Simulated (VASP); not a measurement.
# SnO (P4/nmm) in VASP: notebook, part 2 of 2

VASP 6.6.1. The steps go on from the part before.

### 3 Single point, pbe exchange, lda correlation

This run uses another cell than the first one, of 16.15 Å³/atom.

Input file INCAR:

```
  ALGO = Normal
  EDIFF = 1E-6
  ENCUT = 600
  GGA = LIBXC
  GGA_COMPAT = F
  ISIF = 2
  ISMEAR = 0
  LASPH = T
  LCHARG = F
  LIBXC1 = GGA_X_PBE
  LIBXC2 = LDA_C_PW
  LREAL = F
  LWAVE = F
  NBANDS = 28
  NELM = 120
  PREC = Accurate
  SIGMA = 0.01
```

Input file KPOINTS:

```
k-points
0
Gamma
  5 5 4
```

Input file POSCAR:

```
SnO
1.0
    3.7011567181      0.0000000000      0.0000000000
    0.0000000000      3.7011567181      0.0000000000
    0.0000000000      0.0000000000      4.7166217662
Sn O
2 2
Direct
    0.5000000000      0.0000000000      0.2369000000
    0.0000000000      0.5000000000      0.7631000000
    0.0000000000      0.0000000000      0.0000000000
    0.5000000000      0.5000000000      0.0000000000
```

Potentials or basis: VASP PAW PBE potentials, release 64 (Sn_d, O).

Command:

```console
cat potpaw_PBE.64/Sn_d/POTCAR potpaw_PBE.64/O/POTCAR > POTCAR
mpirun -np 1 vasp_std > vasp.out
```

OUTCAR:

```text
EDIFF = 1E-6
   ENCUT = 600
   GGA = LIBXC
   ISIF = 2
   ISMEAR = 0
   LASPH = T
   LREAL = F
   NELM = 120
   PREC = Accurate

 ion  position               nearest neighbor table
   1  0.500  0.000  0.237-   3 2.16   4 2.16   4 2.16   3 2.16   2 3.44   2 3.44   2 3.44   2 3.44
                             2 3.61   2 3.61   2 3.61   2 3.61
   2  0.000  0.500  0.763-   3 2.16   4 2.16   3 2.16   4 2.16   1 3.44   1 3.44   1 3.44   1 3.44
                             1 3.61   1 3.61   1 3.61   1 3.61
   3  0.000  0.000  0.000-   1 2.16   2 2.16   2 2.16   1 2.16
   4  0.500  0.500  0.000-   1 2.16   2 2.16   1 2.16   2 2.16

  LATTYP: Found a simple tetragonal cell.
 ALAT       =     3.7011567181
 C/A-ratio  =     1.2743642395

  Lattice vectors:

 A1 = (   3.7011567181,   0.0000000000,   0.0000000000)
 A2 = (   0.0000000000,   3.7011567181,   0.0000000000)
 A3 = (   0.0000000000,   0.0000000000,   4.7166217662)

Analysis of symmetry for initial positions (statically):
=====================================================================
 Subroutine PRICEL returns:
 Original cell was already a primitive cell.

 Routine SETGRP: Setting up the symmetry group for a
 simple tetragonal supercell.

 Subroutine GETGRP returns: Found 16 space group operations
 (whereof  8 operations were pure point group operations)
 out of a pool of 16 trial point group operations.

The static configuration has the point symmetry D_2d.
 The point group associated with its full space group is D_4h.

Analysis of symmetry for dynamics (positions and initial velocities):
=====================================================================
 Subroutine PRICEL returns:
 Original cell was already a primitive cell.

 Routine SETGRP: Setting up the symmetry group for a
 simple tetragonal supercell.

 Subroutine GETGRP returns: Found 16 space group operations
 (whereof  8 operations were pure point group operations)
 out of a pool of 16 trial point group operations.

The dynamic configuration has the point symmetry D_2d.
 The point group associated with its full space group is D_4h.

 Subroutine INISYM returns: Found 16 space group operations
 (whereof  8 operations are pure point group operations),
 and found     1 'primitive' translations

----------------------------------------------------------------------------------------

                                     Primitive cell

  volume of cell :      64.6109

  direct lattice vectors                    reciprocal lattice vectors
     3.701156718  0.000000000  0.000000000     0.270185803  0.000000000  0.000000000
     0.000000000  3.701156718  0.000000000     0.000000000  0.270185803  0.000000000
     0.000000000  0.000000000  4.716621766     0.000000000  0.000000000  0.212016153

  length of vectors
     3.701156718  3.701156718  4.716621766     0.270185803  0.270185803  0.212016153

  position of ions in fractional coordinates (direct lattice)
     0.500000000  0.000000000  0.236900000
     0.000000000  0.500000000  0.763100000
     0.000000000  0.000000000  0.000000000
     0.500000000  0.500000000  0.000000000

  ion indices of the primitive-cell ions
   primitive index   ion index
                 1           1
                 2           2
                 3           3
                 4           4

[... 25 lines left out ...]

 Following reciprocal coordinates:
            Coordinates               Weight
  0.000000  0.000000  0.000000      1.000000
  0.200000  0.000000  0.000000      4.000000
  0.400000  0.000000  0.000000      4.000000
  0.200000  0.200000  0.000000      4.000000
  0.400000  0.200000  0.000000      8.000000
  0.400000  0.400000  0.000000      4.000000
[... 10 lines left out ...]
  0.400000  0.200000  0.500000      8.000000
  0.400000  0.400000  0.500000      4.000000
   k-points           NKPTS =     18   k-points in BZ     NKDIM =     18   number of bands    NBANDS=     28
   number of dos      NEDOS =    301   number of ions     NIONS =      4
   total plane-waves  NPLWV =  36000
   dimension x,y,z NGX =    30 NGY =   30 NGZ =   40
   dimension x,y,z NGXF=    60 NGYF=   60 NGZF=   80
   ions per type =               2   2
   NGX,Y,Z   is equivalent  to a cutoff of  13.48, 13.48, 14.10 a.u.
   NGXF,Y,Z  is equivalent  to a cutoff of  26.95, 26.95, 28.20 a.u.
 SYSTEM =  unknown system
   PREC   = accura    normal or accurate (medium, high low for compatibility)
   ISTART =      0    job   : 0-new  1-cont  2-samecut
   ICHARG =      2    charge: 1-file 2-atom 10-const
   ISPIN  =      1    spin polarized calculation?
   LNONCOLLINEAR =      F non collinear calculations
   LSORBIT =      F    spin-orbit coupling
   LASPH  =      T    aspherical Exc in radial PAW
   ENCUT  =  600.0 eV  44.10 Ry    6.64 a.u.   7.39  7.39  9.42*2*pi/ulx,y,z
   NELM   =    120;   NELMIN=  2; NELMDL= -5     # of ELM steps
   EDIFF  = 0.1E-05   stopping-criterion for ELM
   LREAL  =      F    real-space projection
   EDIFFG = 0.1E-04   stopping-criterion for IOM
   NSW    =      0    number of steps for IOM
   IBRION =     -1    ionic relax: 0-MD 1-quasi-New 2-CG
   NFREE  =      0    steps in history (QN), initial steepest desc. (CG)
   ISIF   =      2    stress and relaxation
   ISYM   =      2    0-nonsym 1-usesym 2-fastsym
   POTIM  = 0.5000    time-step for ionic-motion
   TEBEG  =    0.0;   TEEND  =   0.0 temperature during run
   PSTRESS=    0.0 pullay stress
   NELECT =      40.0000    total number of electrons
   NUPDOWN=      -1.0000    fix difference up-down
   EMIN   =  10.00;   EMAX   =-10.00  energy-range for DOS
   EFERMI =   0.00;   METHOD = LEGACY
   ISMEAR =     0;   SIGMA  =   0.01  broadening in eV -4-tet -1-fermi 0-gaus
   EFERMI_NEDOS =   21; number of points for ismear=-14 and -15
   IALGO  =     38    algorithm
   IMIX   =      4    mixing-type and parameters
     AMIX     =   0.40;   BMIX     =  1.00
     AMIX_MAG =   1.60;   BMIX_MAG =  1.00
  volume/ion in A,a.u.               =      16.15       109.00
  Fermi-wavevector in a.u.,A,eV,Ry     =   1.395274  2.636685 26.487679  1.946789
  Thomas-Fermi vector in A             =   2.518742
   LORBIT       =      0    0 simple, 1 ext, 2 COOP (PROOUT), +10 PAW based schemes
   GGA     = LIBXC    functional components
   LHFCALC =     F    Hartree Fock is set to
   AEXX    =    0.0000 exact exchange contribution
   IVDW    =     0    specifies the selected vdW correction
   LEPSILON=     F    determine dielectric tensor
   LRPA    =     F    only Hartree local field effects (RPA)
 non-spin polarized calculation
 Gauss-broadening in eV      SIGMA  =   0.01
  energy-cutoff  :      600.00
  volume of cell :       64.61
 maximum number of plane-waves:      2210
 NGX is ok and might be reduce to    30
   NGX = 15   NGY = 15   NGZ = 19

 number of electron      39.9999981 magnetization

 Free energy of the ion-electron system (eV)
  ---------------------------------------------------
  ext. energy  EPLUGINS =         0.00000000
  ---------------------------------------------------
  free energy    TOTEN  =       -19.49434728 eV

  energy without entropy =      -19.49434728  energy(sigma->0) =      -19.49434728

 E-fermi :   8.5352     XC(G=0): -10.3607

 val. band max:        8.4610857263   @ k =   0.0000   0.0000   0.0000
 cond. band min:       8.9338698130   @ k =   0.4000   0.4000   0.0000
 fundamental gap:      0.4727840867
 Fermi energy:         8.5351773761

 k-point     1 :       0.0000    0.0000    0.0000
  band No.  band energies     occupation
      1     -14.2431      2.00000
      2     -13.6379      2.00000
      3     -13.6379      2.00000
      4     -13.6342      2.00000
      5     -13.5649      2.00000
      6     -13.5643      2.00000
[... 547 lines left out ...]
     27      19.0038      0.00000
     28      19.1042      0.00000

------------------------ aborting loop because EDIFF is reached ----------------------------------------

  FORCE on cell =-STRESS in cart. coord.  units (eV):
  Direction    XX          YY          ZZ          XY          YZ          ZX
  --------------------------------------------------------------------------------------
  -------------------------------------------------------------------------------------
  Total       10.1389312     10.1389312      8.1526319      0.0000000      0.0000000      0.0000000
  in kB      251.4182256    251.4182256    202.1633458      0.0000000      0.0000000      0.0000000
  external PRESSURE =     234.9999323 kB  Pullay stress =       0.0000000 kB

 VOLUME and BASIS-vectors are now :
 -----------------------------------------------------------------------------
  energy-cutoff  :      600.00
  volume of cell :       64.61
      direct lattice vectors                 reciprocal lattice vectors
     3.701156718  0.000000000  0.000000000     0.270185803  0.000000000  0.000000000
     0.000000000  3.701156718  0.000000000     0.000000000  0.270185803  0.000000000
     0.000000000  0.000000000  4.716621766     0.000000000  0.000000000  0.212016153

 POSITION                                       TOTAL-FORCE (eV/Angst)
 -----------------------------------------------------------------------------------
      1.85058      0.00000      1.11737         0.000000      0.000000      2.162899
      0.00000      1.85058      3.59925        -0.000000      0.000000     -2.162899
      0.00000      0.00000      0.00000         0.000000     -0.000000      0.000000
      1.85058      1.85058      0.00000        -0.000000      0.000000      0.000000
 -----------------------------------------------------------------------------------
    total drift:                                0.000000      0.000000     -0.000000

  FREE ENERGIE OF THE ION-ELECTRON SYSTEM (eV)
  ---------------------------------------------------
  free  energy   TOTEN  =       -19.4943472761 eV

  energy  without entropy=      -19.4943472761  energy(sigma->0) =      -19.49434728
```

Run time: 27 s. Hardware: 1 thread of Intel Xeon Platinum 8488C (Sapphire Rapids), shared host; peak memory 0.19 GiB.

Results:

```
Free energy            : -19.4943 eV
Pressure               : 23.5 GPa
Largest force          : 2.163 eV/Å
Band gap on the k mesh : 0.47 eV (least direct gap 2.37 eV)
```

Forces on the atoms (eV/Å):
```
Sn   0.000  0.000  2.163
Sn   0.000  0.000 -2.163
O    0.000  0.000  0.000
O    0.000  0.000  0.000
```

Levels at points of the mesh, in eV from the valence-band top:
| k point | band 18 | band 19 | band 20 | band 21 | band 22 | band 23 |
| --- | --- | --- | --- | --- | --- | --- |
| (0.00, 0.00, 0.00) | -3.82 | -3.82 | 0.00 | 2.47 | 4.47 | 4.78 |
| (0.00, 0.00, 0.50) | -3.83 | -2.94 | -2.69 | 1.81 | 2.93 | 2.93 |

Caveat: the cell stands under pressure; the PAW data sets were made with another functional, which shifts forces and pressure a little; spin-orbit coupling is left out, which moves the levels of the heavy elements; an odd mesh through Γ misses points on the zone boundary, where band edges can lie.

### 4 Single point, pbe exchange, lda correlation

This run uses another cell than the first one, of 16.59 Å³/atom.

Input file INCAR:

```
PREC = Accurate
ENCUT = 600
EDIFF = 1E-6
ISMEAR = 0
SIGMA = 0.01
LREAL = F
LASPH = T
NELM = 120
ALGO = Normal
ISIF = 2
LWAVE = F
LCHARG = F
GGA = LIBXC
LIBXC1 = GGA_X_PBE
LIBXC2 = LDA_C_PW
NBANDS = 28
GGA_COMPAT = F
```

Input file KPOINTS:

```
regular mesh
0
Gamma
  5 5 4
```

Input file POSCAR:

```
SnO
1.0
    3.7342045089      0.0000000000      0.0000000000
    0.0000000000      3.7342045089      0.0000000000
    0.0000000000      0.0000000000      4.7587366889
Sn O
2 2
Direct
    0.5000000000      0.0000000000      0.2369000000
    0.0000000000      0.5000000000      0.7631000000
    0.0000000000      0.0000000000      0.0000000000
    0.5000000000      0.5000000000      0.0000000000
```

Potentials or basis: VASP PAW PBE potentials, release 64 (Sn_d, O).

Command:

```console
cat potpaw_PBE.64/Sn_d/POTCAR potpaw_PBE.64/O/POTCAR > POTCAR
mpirun -np 1 vasp_std > vasp.out
```

OUTCAR:

```text
PREC = Accurate
   ENCUT = 600
   EDIFF = 1E-6
   ISMEAR = 0
   LREAL = F
   LASPH = T
   NELM = 120
   ISIF = 2
   GGA = LIBXC

 ion  position               nearest neighbor table
   1  0.500  0.000  0.237-   3 2.18   4 2.18   4 2.18   3 2.18   2 3.47   2 3.47   2 3.47   2 3.47
                             2 3.64   2 3.64   2 3.64   2 3.64
   2  0.000  0.500  0.763-   3 2.18   4 2.18   3 2.18   4 2.18   1 3.47   1 3.47   1 3.47   1 3.47
                             1 3.64   1 3.64   1 3.64   1 3.64
[... 756 lines left out ...]
  --------------------------------------------------------------------------------------
  -------------------------------------------------------------------------------------
  Total        8.5626904      8.5626904      6.9325604      0.0000000     -0.0000000      0.0000000
  in kB      206.7440179    206.7440179    167.3849353      0.0000000     -0.0000000      0.0000000
  external PRESSURE =     193.6243237 kB  Pullay stress =       0.0000000 kB

 VOLUME and BASIS-vectors are now :
 -----------------------------------------------------------------------------
  energy-cutoff  :      600.00
  volume of cell :       66.36
      direct lattice vectors                 reciprocal lattice vectors
     3.734204509  0.000000000  0.000000000     0.267794653  0.000000000  0.000000000
     0.000000000  3.734204509  0.000000000     0.000000000  0.267794653  0.000000000
     0.000000000  0.000000000  4.758736689     0.000000000  0.000000000  0.210139805

 POSITION                                       TOTAL-FORCE (eV/Angst)
 -----------------------------------------------------------------------------------
      1.86710      0.00000      1.12734         0.000000     -0.000000      1.696399
      0.00000      1.86710      3.63139         0.000000      0.000000     -1.696399
      0.00000      0.00000      0.00000         0.000000      0.000000      0.000000
      1.86710      1.86710      0.00000         0.000000     -0.000000      0.000000
 -----------------------------------------------------------------------------------
    total drift:                                0.000000      0.000000      0.000000

  FREE ENERGIE OF THE ION-ELECTRON SYSTEM (eV)
  ---------------------------------------------------
  free  energy   TOTEN  =       -19.7300612203 eV

  energy  without entropy=      -19.7300612203  energy(sigma->0) =      -19.73006122
```

OSZICAR:

```text
N       E                     dE             d eps       ncg     rms          rms(c)
DAV:   1     0.447648214986E+03    0.44765E+03   -0.21754E+04  1060   0.244E+03
DAV:   2     0.459111208484E+02   -0.40174E+03   -0.38440E+03  1056   0.602E+02
DAV:   3    -0.211189595282E+02   -0.67030E+02   -0.65924E+02  1160   0.192E+02
DAV:   4    -0.244096011298E+02   -0.32906E+01   -0.32780E+01  1136   0.452E+01
DAV:   5    -0.244884972814E+02   -0.78896E-01   -0.78890E-01  1096   0.766E+00    0.136E+01
DAV:   6    -0.196444765456E+02    0.48440E+01   -0.20294E+01  1596   0.478E+01    0.486E+00
DAV:   7    -0.197311335889E+02   -0.86657E-01   -0.23712E+00  1208   0.953E+00    0.257E+00
DAV:   8    -0.197325385131E+02   -0.14049E-02   -0.29067E-01  1452   0.453E+00    0.889E-01
DAV:   9    -0.197288272473E+02    0.37113E-02   -0.62001E-02  1484   0.252E+00    0.264E-01
DAV:  10    -0.197302127791E+02   -0.13855E-02   -0.73403E-03  1284   0.703E-01    0.132E-01
DAV:  11    -0.197300301018E+02    0.18268E-03   -0.17461E-03  1480   0.442E-01    0.234E-02
DAV:  12    -0.197300755834E+02   -0.45482E-04   -0.32157E-04  1052   0.103E-01    0.388E-02
DAV:  13    -0.197300605160E+02    0.15067E-04   -0.61624E-05  1356   0.102E-01    0.816E-03
DAV:  14    -0.197300612203E+02   -0.70434E-06   -0.86171E-06  1024   0.180E-02
   1 F= -.19730061E+02 E0= -.19730061E+02  d E =-.115004E-64
```

stdout:

```text
POSCAR found type information on POSCAR SnO
 POSCAR found :  2 types and       4 ions
 scaLAPACK will be used
 -----------------------------------------------------------------------------
|                                                                             |
|                                                                             |
|     You enforced a specific xc type in the INCAR file but a different       |
|     I HOPE YOU KNOW WHAT YOU ARE DOING!                                     |
|                                                                             |
 -----------------------------------------------------------------------------

 LDA part: xc-table for (None,None), standard interpolation
 POSCAR, INCAR and KPOINTS ok, starting setup
 FFT: planning ... GRIDC
 FFT: planning ... GRID_SOFT
 FFT: planning ... GRID
 WAVECAR not read
 entering main loop
```

It took 26 s on 1 thread of Intel Xeon Platinum 8488C (Sapphire Rapids), shared host; peak memory 0.19 GiB.

What came out:

```yaml
Free_energy: -19.7301 eV
Pressure: 19.4 GPa
Largest_force: 1.696 eV/Å
Band_gap_on_the_k_mesh: 0.58 eV (least direct gap 2.41 eV)
```

Forces on the atoms (eV/Å):
```
Sn   0.000  0.000  1.696
Sn   0.000  0.000 -1.696
O    0.000  0.000  0.000
O    0.000  0.000  0.000
```

Levels at points of the mesh, in eV from the valence-band top:
```tsv
k point	band 18	band 19	band 20	band 21	band 22	band 23
(0.00, 0.00, 0.00)	-3.59	-3.59	0.00	2.42	4.51	4.79
(0.00, 0.00, 0.50)	-3.61	-3.00	-2.52	1.86	3.00	3.00
```

Caveat: the cell stands under pressure; the PAW data sets were made with another functional, which shifts forces and pressure a little; spin-orbit coupling is left out, which moves the levels of the heavy elements; an odd mesh through Γ misses points on the zone boundary, where band edges can lie.

### 5 Single point, pbe exchange, lda correlation

This run uses another cell than the first one, of 17.03 Å³/atom.

Input file INCAR:

```
  ALGO = Normal
  EDIFF = 1E-6
  ENCUT = 600
  GGA = LIBXC
  GGA_COMPAT = F
  ISIF = 2
  ISMEAR = 0
  LASPH = T
  LCHARG = F
  LIBXC1 = GGA_X_PBE
  LIBXC2 = LDA_C_PW
  LREAL = F
  LWAVE = F
  NBANDS = 28
  NELM = 120
  PREC = Accurate
  SIGMA = 0.01
```

Input file KPOINTS:

```
k-points
0
Gamma
  5 5 4
```

Input file POSCAR:

```
SnO
1.0
    3.7666774824      0.0000000000      0.0000000000
    0.0000000000      3.7666774824      0.0000000000
    0.0000000000      0.0000000000      4.8001190851
Sn O
2 2
Direct
    0.5000000000      0.0000000000      0.2369000000
    0.0000000000      0.5000000000      0.7631000000
    0.0000000000      0.0000000000      0.0000000000
    0.5000000000      0.5000000000      0.0000000000
```

Command:

```console
cat potpaw_PBE.64/Sn_d/POTCAR potpaw_PBE.64/O/POTCAR > POTCAR
mpirun -np 1 vasp_std > vasp.out
```

It took 28 s on 1 thread of Intel Xeon Platinum 8488C (Sapphire Rapids), shared host; peak memory 0.19 GiB.

It converged, with:

| Quantity | Value |
| --- | --- |
| Free energy | -19.9233 eV |
| Pressure | 15.7 GPa |
| Largest force | 1.271 eV/Å |
| Band gap on the k mesh | 0.68 eV (least direct gap 2.38 eV) |

Forces in eV/Å, atoms in the order of the input:
```
Sn   0.000  0.000  1.271
Sn   0.000  0.000 -1.271
O    0.000  0.000  0.000
O    0.000  0.000  0.000
```

Stress tensor (GPa, compression positive):
```
16.75  0.00  0.00
 0.00 16.75  0.00
 0.00  0.00 13.66
```

Levels at points of the mesh, in eV from the valence-band top:
| k point | band 17 | band 18 | band 19 | band 20 | band 21 | band 22 | band 23 | band 24 |
| --- | --- | --- | --- | --- | --- | --- | --- | --- |
| (0.00, 0.00, 0.00) | -3.67 | -3.38 | -3.38 | 0.00 | 2.38 | 4.54 | 4.79 | 4.79 |
| (0.00, 0.00, 0.50) | -3.40 | -3.40 | -3.06 | -2.35 | 1.90 | 3.06 | 3.06 | 3.89 |

Caveat: the cell stands under pressure; the PAW data sets were made with another functional, which shifts forces and pressure a little; spin-orbit coupling is left out, which moves the levels of the heavy elements; an odd mesh through Γ misses points on the zone boundary, where band edges can lie.

### 6 Summary

```csv
cell,gap on the mesh (eV),pressure (GPa),largest force (eV/Å)
"a = 3.668, b = 3.668, c = 4.674 Å, 4 atoms",0.36,28.2,2.68
"a = 3.701, b = 3.701, c = 4.717 Å, 4 atoms",0.47,23.5,2.16
"a = 3.734, b = 3.734, c = 4.759 Å, 4 atoms",0.58,19.4,1.70
"a = 3.767, b = 3.767, c = 4.800 Å, 4 atoms",0.68,15.7,1.27
```

Alike in all rows: task single point; level pbe exchange, lda correlation; potentials or basis VASP PAW PBE potentials, release 64 (Sn_d, O); no spin polarisation; k mesh 5 × 5 × 4; cutoff (eV) 600; smearing gaussian 0.01 eV.

Caveats: the cell stands under pressure; the PAW data sets were made with another functional, which shifts forces and pressure a little; spin-orbit coupling is left out, which moves the levels of the heavy elements; an odd mesh through Γ misses points on the zone boundary, where band edges can lie.

Total energies depend on the potentials used, so only differences within one code and one set of settings carry meaning.
